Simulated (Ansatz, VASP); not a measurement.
**Al3As: VASP beside Ansatz**

```
Al As
1.0
     5.72979    0.00000    0.00000
    -2.86489    4.96214    0.00000
     0.00000    0.00000    4.94298
Al As
6 2
Direct
  0.16703 0.33406 0.75000
  0.66594 0.83297 0.75000
  0.16703 0.83297 0.75000
  0.83297 0.66594 0.25000
  0.33406 0.16703 0.25000
  0.83297 0.16703 0.25000
  0.66667 0.33333 0.75000
  0.33333 0.66667 0.25000
```

Change from the starting cell: species swapped into the Co3Si type (P6_3/mmc, No. 194).

Alike in both runs: task relaxation of cell and atoms; functional PBE; k mesh 12 × 12 × 8; occupations gaussian, width 0.1 eV; no spin polarisation.

```csv
,VASP,Ansatz
version,VASP 6.6.1,Ansatz 0.2.0
potentials or method,"VASP PAW PBE potentials, release 64 (Al, As), cutoff 600 eV","scalar-relativistic, plane waves, PAW"
valence electrons in the cell,28,48
```

VASP gave:

```
gap on the k mesh at the Fermi level, each at its own relaxed structure (eV) : none
relaxed volume (Å³/atom)                                                     : 17.61
relaxed length of the cell vector where the two differ most in proportion (Å)              : 4.950
```

Which values does Ansatz return?

gap on the k mesh at the Fermi level, each at its own relaxed structure (eV): none; relaxed volume (Å³/atom): 17.60; relaxed length of the cell vector where the two differ most in proportion (Å): 4.946.

A gap of «none» marks a metal or a gap that the smearing closes. VASP's potentials hold 28 valence electrons a cell and Ansatz's 48, so a difference there can come from the potentials and not from the codes.
